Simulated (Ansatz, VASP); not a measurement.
## One calculation of Ir, two programs

```
Ir
1.0
     2.75138    0.00000    0.00000
    -1.37569    2.38276    0.00000
     0.00000    0.00000    4.46229
Ir
2
Direct
  0.66667 0.33333 0.75000
  0.33333 0.66667 0.25000
```

Alike in both runs: task single point; functional PBE; k mesh 24 × 24 × 12; occupations gaussian, width 0.15 eV; no spin polarisation.

```csv
,VASP,Ansatz
version,VASP 6.6.1,Ansatz 0.2.0
potentials or method,"VASP PAW PBE potentials, release 64 (Ir), cutoff 520 eV","scalar-relativistic, plane waves, PAW"
valence electrons in the cell,18,34
```

|  | VASP | Ansatz | Ansatz less VASP |
| --- | --- | --- | --- |
| gap on the k mesh at the Fermi level (eV) | none | none | - |
| pressure (GPa) | -0.9 | -1.4 | -0.47 |
| traceless stress, the component that is largest in VASP (GPa) | 0.09 | 0.07 | -0.017 |

A gap of «none» marks a metal or a gap that the smearing closes. The functional is the same, so the differences come from potentials, cutoffs and numerics. VASP's potentials hold 18 valence electrons a cell and Ansatz's 34, so a difference there can come from the potentials and not from the codes.

Neither program's run includes spin-orbit coupling.
